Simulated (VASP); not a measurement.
Set up this calculation in VASP 6.6.1, as the native input.

* Task: single point
* Functional: PBE
* Potentials or basis: VASP PAW PBE potentials, release 64 (Be)
* Cutoff: 520 eV
* k mesh: 7 × 7 × 12
* Occupations: fermi-dirac, width 0.05 eV
* Spin: no spin polarisation
* Dipole correction: no
* Further INCAR settings: ALGO = Fast; EDIFF = 1e-06; NBANDS = 12

The structure of Be lies in POSCAR:

```
Be
1.0
    3.7716280609      0.0000000000      0.0000000000
    0.0000000000      3.7716280609      0.0000000000
    0.0000000000      0.0000000000      2.2963882549
Be
4
Direct
    0.7974080000      0.2025920000      0.5000000000
    0.2025920000      0.7974080000      0.5000000000
    0.7025920000      0.7025920000      0.0000000000
    0.2974080000      0.2974080000      0.0000000000
```

One way to write it, as run:

INCAR

```
PREC     = Accurate       # precision mode
ENCUT    = 520            # plane-wave cutoff, eV
EDIFF    = 1E-6           # SCF threshold, eV
ISMEAR   = -1             # smearing method
SIGMA    = 0.05           # smearing width, eV
LREAL    = False          # projectors in reciprocal space
LASPH    = True           # aspherical terms in the spheres
NELM     = 80             # most SCF steps
ALGO     = Fast           # electronic algorithm
ISIF     = 2              # what is computed and relaxed
LWAVE    = False          # write WAVECAR
LCHARG   = False          # write CHGCAR
GGA      = PE             # functional
NBANDS   = 12             # bands
```

KPOINTS

```
regular mesh
0
Gamma
  7 7 12
```

Potentials or basis: VASP PAW PBE potentials, release 64 (Be).

Launch:

```sh
$ cat potpaw_PBE.64/Be/POTCAR > POTCAR
$ mpirun -np 1 vasp_std > vasp.out
```

Results of the run:

- Pressure: -2.1 GPa
- Largest force: 0.015 eV/Å
- Band gap on the k mesh: zero (band 4 reaches 7.65 eV, above the bottom of band 5 at 5.60 eV)

It took 31 s on 1 thread of AMD EPYC 7R13, on a shared host, peak memory 0.11 GiB.
